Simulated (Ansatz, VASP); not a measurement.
RbCl: VASP beside Ansatz

```
Rb Cl
1.0
     0.00000    3.34913    3.34913
     3.34913    0.00000    3.34913
     3.34913    3.34913    0.00000
Rb Cl
1 1
Direct
  0.00000 0.00000 0.00000
  0.50000 0.50000 0.50000
```

Alike in both runs: functional PBE; k mesh 6 × 6 × 6; occupations gaussian, width 0.02 eV; no spin polarisation.

Ansatz relaxed the structure, and its values are those at the end. VASP's run is a single point on that final structure, the one shown.

|  | VASP | Ansatz |
| --- | --- | --- |
| version | VASP 6.6.1 | Ansatz 0.2.0 |
| potentials or method | VASP PAW PBE potentials, release 64 (Rb_sv, Cl), cutoff 500 eV | scalar-relativistic, plane waves, PAW |
| valence electrons in the cell | 16 | 16 |

VASP gave:

| Property | Result |
| --- | --- |
| gap on the k mesh at the Fermi level (eV) | 4.83 |
| least direct gap on the mesh (eV) | 4.83 |
| pressure (GPa) | 0.0 |

Task: Which values does Ansatz return?

Result: gap on the k mesh at the Fermi level (eV): 4.84; least direct gap on the mesh (eV): 4.84; pressure (GPa): 0.0.
